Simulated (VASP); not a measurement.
## Rb4S3: relaxation of cell and atoms with PBE

Crystal: Rb4S3.

```
Rb S
1.0
     6.64398    0.00000    0.00000
     0.00000    6.64398    0.00000
     0.00000    0.00000    6.64398
Rb S
4 3
Direct
  0.00000 0.50000 0.50000
  0.50000 0.00000 0.50000
  0.50000 0.50000 0.00000
  0.50000 0.50000 0.50000
  0.50000 0.00000 0.00000
  0.00000 0.50000 0.00000
  0.00000 0.00000 0.50000
```

The cell was built from a structure type or drawn by symmetry, and may not be a known phase.

| Quantity | Value |
| --- | --- |
| Program | VASP 6.6.1 |
| Task | relaxation of cell and atoms |
| Functional | PBE |
| Potentials or basis | VASP PAW PBE potentials, release 64 (Rb_sv, S) |
| Cutoff | 600 eV |
| k mesh | 6 × 6 × 6 |
| Occupations | gaussian, width 0.1 eV |
| Spin | no spin polarisation |
| Dipole correction | no |
| Further INCAR settings | ALGO = Normal; EDIFF = 1e-07; IBRION = 2; EDIFFG = -0.01; NSW = 100; ISIF = 3 |

* Relaxed volume: 43.06 Å³/atom
* Relaxed cell: a = 6.705 Å, b = 6.705 Å, c = 6.705 Å, α = 90.00°, β = 90.00°, γ = 90.00°
* Space group after relaxing (to 0.1 Å): Pm-3m (No. 221)
* Energy gained by relaxing: 1.2 meV/atom
* Ionic steps: 3
* Pressure after relaxing: 0.0 GPa
* Band gap on the k mesh: zero (bands 27 and 28 overlap by 0.15 eV)

Step by step:
```tsv
step	energy change (eV)	largest force (eV/Å)	pressure (GPa)	volume (Å³)
1	0.0000	0.0000	0.33	293.28
2	-0.0057	0.0000	0.17	296.95
3	-0.0081	0.0000	0.00	301.44
```

Final structure:
```yaml
crystal:
  lattice:
    - [6.70505, 0.00000, 0.00000]
    - [0.00000, 6.70505, 0.00000]
    - [0.00000, 0.00000, 6.70505]
  atoms:
    - { symbol: Rb, position: [0.00000, 0.50000, 0.50000] }
    - { symbol: Rb, position: [0.50000, 0.00000, 0.50000] }
    - { symbol: Rb, position: [0.50000, 0.50000, 0.00000] }
    - { symbol: Rb, position: [0.50000, 0.50000, 0.50000] }
    - { symbol: S, position: [0.50000, 0.00000, 0.00000] }
    - { symbol: S, position: [0.00000, 0.50000, 0.00000] }
    - { symbol: S, position: [0.00000, 0.00000, 0.50000] }
```

Levels at points of the mesh, in eV from the Fermi level:
| k point | band 24 | band 25 | band 26 | band 27 | band 28 | band 29 | band 30 | band 31 |
| --- | --- | --- | --- | --- | --- | --- | --- | --- |
| (0.00, 0.00, 0.00) | -0.20 | -0.20 | 0.05 | 0.05 | 0.05 | 0.57 | 2.13 | 2.13 |
| (0.50, 0.00, 0.00) | -0.31 | -0.31 | -0.23 | -0.05 | -0.05 | 1.37 | 2.20 | 2.82 |
| (0.50, 0.50, 0.00) | -0.48 | -0.40 | -0.40 | -0.27 | 0.14 | 1.94 | 3.21 | 3.21 |
| (0.50, 0.50, 0.50) | -0.52 | -0.52 | -0.52 | 0.11 | 0.11 | 2.51 | 3.41 | 3.41 |

Run time: 7.9 min on 1 thread of Intel(R) Xeon(R) Platinum 8488C (Sapphire Rapids), with other jobs on the host, peak memory 0.5 GiB.
